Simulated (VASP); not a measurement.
# BN in VASP: a series of runs

Aim: see how the results for BN move with the level of theory and the settings. Levels: PBE, PBEsol. Tasks: single point, relaxation of cell and atoms.

All numbers are computed with VASP 6.6.1; they aren't measurements. Logs are shortened: lines on timing, memory, paths and dates and some standing lists are left out, and cuts for length are marked.

## Step 1: The cell of the first run

It takes space group P6_3/mmc (No. 194, hexagonal). Conventional cell: a = 2.512 Å, b = 2.512 Å, c = 8.344 Å, α = 90.00°, β = 90.00°, γ = 120.00°. Within 1.9 Å of B (site symmetry -6m2) lie 3 N at 1.45 Å. N (site symmetry -6m2) has 3 B at 1.45 Å within 1.9 Å.

## Step 2: Single point, PBE

INCAR

```
PREC = Accurate
ENCUT = 520
EDIFF = 1E-6
ISMEAR = 0
SIGMA = 0.02
LREAL = False
LASPH = True
NELM = 60
ALGO = Normal
ISIF = 2
LWAVE = False
LCHARG = False
GGA = PE
NBANDS = 16
```

KPOINTS

```
regular mesh
0
Gamma
  12 12 4
```

POSCAR

```
BN
1.0
    2.5121751215      0.0000000000      0.0000000000
   -1.2560875608      2.1756074740      0.0000000000
    0.0000000000      0.0000000000      8.3436910039
B N
2 2
Direct
    0.3333333333      0.6666666667      0.2500000000
    0.6666666667      0.3333333333      0.7500000000
    0.3333333333      0.6666666667      0.7500000000
    0.6666666667      0.3333333333      0.2500000000
```

Potentials or basis: VASP PAW PBE potentials, release 64 (B, N).

The run is started by

```bash
> cat potpaw_PBE.64/B/POTCAR potpaw_PBE.64/N/POTCAR > POTCAR
> mpirun -np 1 vasp_std > vasp.out
```

OUTCAR:

```text
PREC = Accurate
   ENCUT = 520
   EDIFF = 1E-6
   ISMEAR = 0
   LREAL = False
   LASPH = True
   NELM = 60
   ISIF = 2
   GGA = PE

 ion  position               nearest neighbor table
   1  0.333  0.667  0.250-   4 1.45   4 1.45   4 1.45
   2  0.667  0.333  0.750-   3 1.45   3 1.45   3 1.45
   3  0.333  0.667  0.750-   2 1.45   2 1.45   2 1.45
   4  0.667  0.333  0.250-   1 1.45   1 1.45   1 1.45

  LATTYP: Found a hexagonal cell.
 ALAT       =     2.5121751215
 C/A-ratio  =     3.3213015018

  Lattice vectors:

 A1 = (   2.5121751215,   0.0000000000,   0.0000000000)
 A2 = (  -1.2560875608,   2.1756074740,   0.0000000000)
 A3 = (   0.0000000000,   0.0000000000,   8.3436910039)

Analysis of symmetry for initial positions (statically):
=====================================================================
 Subroutine PRICEL returns:
 Original cell was already a primitive cell.

 Routine SETGRP: Setting up the symmetry group for a
 hexagonal supercell.

 Subroutine GETGRP returns: Found 24 space group operations
 (whereof 12 operations were pure point group operations)
 out of a pool of 24 trial point group operations.

The static configuration has the point symmetry D_3d.
 The point group associated with its full space group is D_6h.

Analysis of symmetry for dynamics (positions and initial velocities):
=====================================================================
 Subroutine PRICEL returns:
 Original cell was already a primitive cell.

 Routine SETGRP: Setting up the symmetry group for a
 hexagonal supercell.

 Subroutine GETGRP returns: Found 24 space group operations
 (whereof 12 operations were pure point group operations)
 out of a pool of 24 trial point group operations.

The dynamic configuration has the point symmetry D_3d.
 The point group associated with its full space group is D_6h.

 Subroutine INISYM returns: Found 24 space group operations
 (whereof 12 operations are pure point group operations),
 and found     1 'primitive' translations

----------------------------------------------------------------------------------------

                                     Primitive cell

  volume of cell :      45.6025

  direct lattice vectors                    reciprocal lattice vectors
     2.512175121  0.000000000  0.000000000     0.398061422  0.229820869  0.000000000
    -1.256087561  2.175607474  0.000000000     0.000000000  0.459641738  0.000000000
     0.000000000  0.000000000  8.343691004     0.000000000  0.000000000  0.119851035

  length of vectors
     2.512175121  2.512175122  8.343691004     0.459641738  0.459641738  0.119851035

  position of ions in fractional coordinates (direct lattice)
     0.333333333  0.666666667  0.250000000
     0.666666667  0.333333333  0.750000000
     0.333333333  0.666666667  0.750000000
     0.666666667  0.333333333  0.250000000

  ion indices of the primitive-cell ions
   primitive index   ion index
                 1           1
                 2           2
                 3           3
                 4           4

----------------------------------------------------------------------------------------

 KPOINTS: regular mesh

Automatic generation of k-mesh.
 Grid dimensions read from file:
 generate k-points for:   12   12    4

 Generating k-lattice:

  Cartesian coordinates                     Fractional coordinates (reciprocal lattice)
     0.033171785  0.019151739  0.000000000     0.083333333  0.000000000  0.000000000
     0.000000000  0.038303478  0.000000000     0.000000000  0.083333333  0.000000000
     0.000000000  0.000000000  0.029962759     0.000000000  0.000000000  0.250000000

  Length of vectors
     0.038303478  0.038303478  0.029962759

  Shift w.r.t. Gamma in fractional coordinates (k-lattice)
     0.000000000  0.000000000  0.000000000

 Subroutine IBZKPT returns following result:
 ===========================================

 Found     57 irreducible k-points:

 Following reciprocal coordinates:
            Coordinates               Weight
  0.000000  0.000000  0.000000      1.000000
  0.083333 -0.000000  0.000000      6.000000
  0.166667  0.000000  0.000000      6.000000
  0.250000 -0.000000  0.000000      6.000000
  0.333333 -0.000000  0.000000      6.000000
  0.416667 -0.000000  0.000000      6.000000
[... 16 lines left out ...]
  0.250000 -0.000000  0.250000     12.000000
  0.333333 -0.000000  0.250000     12.000000
 [... further k-points ...]
   k-points           NKPTS =     57   k-points in BZ     NKDIM =     57   number of bands    NBANDS=     16
   number of dos      NEDOS =    301   number of ions     NIONS =      4
   total plane-waves  NPLWV =  25600
   dimension x,y,z NGX =    20 NGY =   20 NGZ =   64
   dimension x,y,z NGXF=    40 NGYF=   40 NGZF=  128
   ions per type =               2   2
   NGX,Y,Z   is equivalent  to a cutoff of  13.24, 13.24, 12.75 a.u.
   NGXF,Y,Z  is equivalent  to a cutoff of  26.47, 26.47, 25.50 a.u.
 SYSTEM =  unknown system
   PREC   = accura    normal or accurate (medium, high low for compatibility)
   ISTART =      0    job   : 0-new  1-cont  2-samecut
   ICHARG =      2    charge: 1-file 2-atom 10-const
   ISPIN  =      1    spin polarized calculation?
   LNONCOLLINEAR =      F non collinear calculations
   LSORBIT =      F    spin-orbit coupling
   LASPH  =      T    aspherical Exc in radial PAW
   ENCUT  =  520.0 eV  38.22 Ry    6.18 a.u.   4.67  4.67 15.51*2*pi/ulx,y,z
   NELM   =     60;   NELMIN=  2; NELMDL= -5     # of ELM steps
   EDIFF  = 0.1E-05   stopping-criterion for ELM
   LREAL  =      F    real-space projection
   EDIFFG = 0.1E-04   stopping-criterion for IOM
   NSW    =      0    number of steps for IOM
   IBRION =     -1    ionic relax: 0-MD 1-quasi-New 2-CG
   NFREE  =      0    steps in history (QN), initial steepest desc. (CG)
   ISIF   =      2    stress and relaxation
   ISYM   =      2    0-nonsym 1-usesym 2-fastsym
   POTIM  = 0.5000    time-step for ionic-motion
   TEBEG  =    0.0;   TEEND  =   0.0 temperature during run
   PSTRESS=    0.0 pullay stress
   NELECT =      16.0000    total number of electrons
   NUPDOWN=      -1.0000    fix difference up-down
   EMIN   =  10.00;   EMAX   =-10.00  energy-range for DOS
   EFERMI =   0.00;   METHOD = LEGACY
   ISMEAR =     0;   SIGMA  =   0.02  broadening in eV -4-tet -1-fermi 0-gaus
   EFERMI_NEDOS =   21; number of points for ismear=-14 and -15
   IALGO  =     38    algorithm
   IMIX   =      4    mixing-type and parameters
     AMIX     =   0.40;   BMIX     =  1.00
     AMIX_MAG =   1.60;   BMIX_MAG =  1.00
  volume/ion in A,a.u.               =      11.40        76.94
  Fermi-wavevector in a.u.,A,eV,Ry     =   1.154654  2.181980 18.139645  1.333226
  Thomas-Fermi vector in A             =   2.291289
   LORBIT       =      0    0 simple, 1 ext, 2 COOP (PROOUT), +10 PAW based schemes
   GGA     = PE    functional components
   LHFCALC =     F    Hartree Fock is set to
   AEXX    =    0.0000 exact exchange contribution
   IVDW    =     0    specifies the selected vdW correction
   LEPSILON=     F    determine dielectric tensor
   LRPA    =     F    only Hartree local field effects (RPA)
 non-spin polarized calculation
 Gauss-broadening in eV      SIGMA  =   0.02
  energy-cutoff  :      520.00
  volume of cell :       45.60
 maximum number of plane-waves:      1267
 NGX is ok and might be reduce to    20
   NGX =  9   NGY =  9   NGZ = 31

 number of electron      15.9999998 magnetization

 Free energy of the ion-electron system (eV)
  ---------------------------------------------------
  ext. energy  EPLUGINS =         0.00000000
  ---------------------------------------------------
  free energy    TOTEN  =       -35.20720936 eV

  energy without entropy =      -35.20720936  energy(sigma->0) =      -35.20720936

 E-fermi :   0.6912     XC(G=0):  -8.5802

 val. band max:        0.6023042000   @ k =   0.3333   0.3333   0.5000
 cond. band min:       4.9991083414   @ k =   0.0000   0.0000   0.0000
 fundamental gap:      4.3968041414
 Fermi energy:         0.6911975248

 k-point     1 :       0.0000    0.0000    0.0000
  band No.  band energies     occupation
      1     -17.0287      2.00000
      2     -16.9877      2.00000
      3      -4.8873      2.00000
      4      -4.2847      2.00000
      5      -0.7479      2.00000
      6      -0.7479      2.00000
[... 8 lines left out ...]
     15      12.1229      0.00000
     16      12.9563      0.00000

 k-point     2 :       0.0833   -0.0000    0.0000
  band No.  band energies     occupation
      1     -16.8954      2.00000
      2     -16.8554      2.00000
      3      -4.7060      2.00000
      4      -4.1105      2.00000
      5      -1.3051      2.00000
      6      -1.3025      2.00000
[... 8 lines left out ...]
     15      12.6944      0.00000
     16      12.7096      0.00000

 k-point     3 :       0.1667    0.0000    0.0000
  band No.  band energies     occupation
      1     -16.5037      2.00000
      2     -16.4661      2.00000
      3      -4.1696      2.00000
      4      -3.5969      2.00000
      5      -2.7108      2.00000
      6      -2.7047      2.00000
[... 8 lines left out ...]
     15      13.3969      0.00000
     16      14.2868      0.00000

 k-point     4 :       0.2500   -0.0000    0.0000
  band No.  band energies     occupation
      1     -15.8803      2.00000
      2     -15.8469      2.00000
      3      -4.4862      2.00000
      4      -4.4814      2.00000
      5      -3.3064      2.00000
      6      -2.7758      2.00000
[... 8 lines left out ...]
     15      13.7598      0.00000
     16      16.5388      0.00000

 k-point     5 :       0.3333   -0.0000    0.0000
  band No.  band energies     occupation
      1     -15.0943      2.00000
      2     -15.0671      2.00000
      3      -6.2542      2.00000
      4      -6.2478      2.00000
      5      -2.9710      2.00000
      6      -2.9655      2.00000
[... 8 lines left out ...]
     15      14.9846      0.00000
     16      18.0891      0.00000

 k-point     6 :       0.4167   -0.0000    0.0000
  band No.  band energies     occupation
      1     -14.3212      2.00000
      2     -14.3035      2.00000
      3      -7.6677      2.00000
      4      -7.6588      2.00000
      5      -3.3783      2.00000
      6      -3.3726      2.00000
[... 8 lines left out ...]
     15      14.9381      0.00000
     16      16.9370      0.00000
[... 267 lines left out ...]
 k-point    21 :       0.0833   -0.0000    0.2500
  band No.  band energies     occupation
      1     -16.8896      2.00000
      2     -16.8613      2.00000
      3      -4.6265      2.00000
      4      -4.2066      2.00000
      5      -1.3044      2.00000
      6      -1.3026      2.00000
[... 8 lines left out ...]
     15      12.6966      0.00000
     16      12.7073      0.00000

 k-point    22 :       0.1667    0.0000    0.2500
  band No.  band energies     occupation
      1     -16.4982      2.00000
      2     -16.4716      2.00000
      3      -4.0932      2.00000
      4      -3.6896      2.00000
      5      -2.7087      2.00000
      6      -2.7047      2.00000
[... 8 lines left out ...]
     15      14.1604      0.00000
     16      14.2893      0.00000

 k-point    23 :       0.2500   -0.0000    0.2500
  band No.  band energies     occupation
      1     -15.8755      2.00000
      2     -15.8519      2.00000
      3      -4.4860      2.00000
      4      -4.4827      2.00000
      5      -3.2338      2.00000
      6      -2.8595      2.00000
[... 8 lines left out ...]
     15      14.8324      0.00000
     16      16.5431      0.00000

 k-point    24 :       0.3333   -0.0000    0.2500
  band No.  band energies     occupation
      1     -15.0903      2.00000
      2     -15.0711      2.00000
      3      -6.2534      2.00000
      4      -6.2489      2.00000
      5      -2.9702      2.00000
      6      -2.9663      2.00000
[... 8 lines left out ...]
     15      15.8407      0.00000
     16      18.0584      0.00000

 [... further k-points ...]

------------------------ aborting loop because EDIFF is reached ----------------------------------------

  FORCE on cell =-STRESS in cart. coord.  units (eV):
  Direction    XX          YY          ZZ          XY          YZ          ZX
  --------------------------------------------------------------------------------------
  -------------------------------------------------------------------------------------
  Total        0.0358265      0.0358265     -0.0201940     -0.0000000      0.0000000      0.0000000
  in kB        1.2587121      1.2587121     -0.7094868     -0.0000000      0.0000000      0.0000000
  external PRESSURE =       0.6026458 kB  Pullay stress =       0.0000000 kB

 VOLUME and BASIS-vectors are now :
 -----------------------------------------------------------------------------
  energy-cutoff  :      520.00
  volume of cell :       45.60
      direct lattice vectors                 reciprocal lattice vectors
     2.512175121  0.000000000  0.000000000     0.398061422  0.229820869  0.000000000
    -1.256087561  2.175607474  0.000000000     0.000000000  0.459641738  0.000000000
     0.000000000  0.000000000  8.343691004     0.000000000  0.000000000  0.119851035

 POSITION                                       TOTAL-FORCE (eV/Angst)
 -----------------------------------------------------------------------------------
     -0.00000      1.45040      2.08592        -0.000000     -0.000000      0.000000
      1.25609      0.72520      6.25777         0.000000     -0.000000      0.000000
     -0.00000      1.45040      6.25777         0.000000      0.000000      0.000000
      1.25609      0.72520      2.08592         0.000000     -0.000000      0.000000
 -----------------------------------------------------------------------------------
    total drift:                               -0.000000      0.000000     -0.000000

  FREE ENERGIE OF THE ION-ELECTRON SYSTEM (eV)
  ---------------------------------------------------
  free  energy   TOTEN  =       -35.2072093596 eV

  energy  without entropy=      -35.2072093596  energy(sigma->0) =      -35.20720936
```

Run time: 15 s. Hardware: 1 thread of AMD EPYC 9R45 (Zen 5), shared host; peak memory 0.15 GiB.

What came out:

```yaml
Free_energy: -35.2072 eV
Pressure: 0.1 GPa
Band_gap_on_the_k_mesh: 4.40 eV (least direct gap 4.66 eV)
```

Stress tensor (GPa, compression positive):
```
 0.13  0.00  0.00
 0.00  0.13  0.00
 0.00  0.00 -0.07
```

Levels at points of the mesh, in eV from the valence-band top:
```csv
k point,band 5,band 6,band 7,band 8,band 9,band 10,band 11,band 12
"(0.00, 0.00, 0.00)",-1.35,-1.35,-1.35,-1.35,4.40,7.76,10.07,11.51
"(0.50, 0.00, 0.00)",-4.12,-4.12,-1.02,-0.78,4.58,5.01,9.43,9.86
"(0.00, 0.00, 0.50)",-1.35,-1.35,-1.35,-1.35,5.69,5.69,11.51,11.51
"(0.50, 0.00, 0.50)",-4.12,-4.12,-0.90,-0.90,4.77,4.77,9.69,9.69
```

Caveat: this functional lacks dispersion, which binds the layers, so the pressure and a relaxed spacing across them are unreliable.

## Step 3: Single point, PBE

INCAR

```
SYSTEM = BN
  PREC = Accurate
  ENCUT = 520
  EDIFF = 1E-6
  ISMEAR = 0
  SIGMA = 0.05
  LREAL = .FALSE.
  LASPH = .TRUE.
  NELM = 60
  ALGO = Normal
  ISIF = 2
  LWAVE = .FALSE.
  LCHARG = .FALSE.
  GGA = PE
  NBANDS = 16
```

KPOINTS

```
regular mesh
0
G
  12 12 4
  0 0 0
```

POSCAR is that of step 2.

Potentials or basis: VASP PAW PBE potentials, release 64 (B, N).

The run is started by

```bash
> cat potpaw_PBE.64/B/POTCAR potpaw_PBE.64/N/POTCAR > POTCAR
> mpirun -np 1 vasp_std > vasp.out
```

Run time: 15 s. Hardware: 1 thread of AMD EPYC 9R45 (Zen 5), shared host; peak memory 0.15 GiB.

It converged, with:

- Free energy: -35.2072 eV
- Pressure: 0.1 GPa
- Band gap on the k mesh: 4.40 eV (least direct gap 4.66 eV)

Stress tensor (GPa, compression positive):
```
 0.13  0.00  0.00
 0.00  0.13  0.00
 0.00  0.00 -0.07
```

Levels at points of the mesh, in eV from the valence-band top:
| k point | band 6 | band 7 | band 8 | band 9 | band 10 | band 11 |
| --- | --- | --- | --- | --- | --- | --- |
| (0.00, 0.00, 0.00) | -1.35 | -1.35 | -1.35 | 4.40 | 7.76 | 10.07 |
| (0.50, 0.00, 0.00) | -4.12 | -1.02 | -0.78 | 4.58 | 5.01 | 9.43 |
| (0.00, 0.00, 0.50) | -1.35 | -1.35 | -1.35 | 5.69 | 5.69 | 11.51 |
| (0.50, 0.00, 0.50) | -4.12 | -0.90 | -0.90 | 4.77 | 4.77 | 9.69 |

Caveat: this functional lacks dispersion, which binds the layers, so the pressure and a relaxed spacing across them are unreliable.

## Step 4: Relaxation of cell and atoms, PBE

INCAR

```
SYSTEM = BN
  PREC = Accurate
  ENCUT = 600
  EDIFF = 1E-6
  ISMEAR = 0
  SIGMA = 0.02
  LREAL = .FALSE.
  LASPH = .TRUE.
  NELM = 100
  ALGO = Normal
  ISIF = 3
  LWAVE = .FALSE.
  LCHARG = .FALSE.
  GGA = PE
  IBRION = 2
  NSW = 100
  EDIFFG = -0.005
```

KPOINTS

```
Automatic mesh
0
G
  12 12 4
  0 0 0
```

POSCAR is that of step 3.

The run is started by

```bash
> cat potpaw_PBE.64/B/POTCAR potpaw_PBE.64/N/POTCAR > POTCAR
> mpirun -np 1 vasp_std > vasp.out
```

It took 1.8 min on 1 thread of AMD EPYC 9R45 (Zen 5), shared host; peak memory 0.16 GiB.

The run converged. Its results:

```yaml
Free_energy: -35.2155 eV
Relaxed_volume: 10.60 Å³/atom
Relaxed_cell: a = 2.512 Å, b = 2.512 Å, c = 7.759 Å, α = 90.00°, β = 90.00°, γ = 120.00°
Space_group_after_relaxing_to_0.1_Å: P6_3/mmc (No. 194)
Energy_gained_by_relaxing: 0.4 meV/atom
Ionic_steps: 16
Pressure_after_relaxing: 0.0 GPa
Band_gap_on_the_k_mesh: 4.49 eV (least direct gap 4.65 eV)
```

Step by step:
| step | energy change (eV) | largest force (eV/Å) | pressure (GPa) | volume (Å³) |
| --- | --- | --- | --- | --- |
| 1 | 0.0000 | 0.0000 | -0.08 | 45.60 |
| 2 | 0.0000 | 0.0000 | -0.01 | 45.57 |
| 3 | -0.0001 | 0.0000 | 0.22 | 45.46 |
| 4 | -0.0001 | 0.0000 | 0.18 | 45.48 |
| 5 | -0.0001 | 0.0000 | 0.17 | 45.48 |
| 6 | -0.0001 | 0.0000 | 0.16 | 45.47 |
| 7 | -0.0001 | 0.0000 | 0.17 | 45.44 |
| 8 | -0.0001 | 0.0000 | 0.18 | 45.39 |
| 9 | -0.0002 | 0.0000 | 0.18 | 45.29 |
| 10 | -0.0004 | 0.0000 | 0.20 | 45.10 |
| 11 | -0.0008 | 0.0000 | 0.22 | 44.70 |
| 12 | -0.0014 | 0.0000 | 0.27 | 43.92 |
| 13 | -0.0016 | 0.0000 | 0.44 | 42.35 |
| 14 | -0.0002 | 0.0000 | -1.34 | 42.19 |
| 15 | -0.0016 | 0.0000 | 0.12 | 42.32 |
| 16 | -0.0017 | 0.0000 | 0.02 | 42.40 |

Final structure:
```xyz
4
Lattice="2.5120 0.0000 0.0000 -1.2560 2.1755 0.0000 0.0000 0.0000 7.7593" Properties=species:S:1:pos:R:3 pbc="T T T"
B     0.0000    1.4503    1.9398
B     1.2560    0.7252    5.8195
N     0.0000    1.4503    5.8195
N     1.2560    0.7252    1.9398
```

Levels at points of the mesh, in eV from the valence-band top:
| k point | band 6 | band 7 | band 8 | band 9 | band 10 | band 11 |
| --- | --- | --- | --- | --- | --- | --- |
| (0.00, 0.00, 0.00) | -1.35 | -1.34 | -1.34 | 4.58 | 8.51 | 10.87 |
| (0.50, 0.00, 0.00) | -4.11 | -1.10 | -0.70 | 4.49 | 5.14 | 9.41 |
| (0.00, 0.00, 0.50) | -1.34 | -1.34 | -1.34 | 6.16 | 6.16 | 11.52 |
| (0.50, 0.00, 0.50) | -4.11 | -0.90 | -0.90 | 4.76 | 4.76 | 9.72 |

Caveat: this functional lacks dispersion, which binds the layers, so the pressure and a relaxed spacing across them are unreliable. PBE gaps usually lie below the measured ones, often by a third to a half.

(Continued in part 2 of 2.)
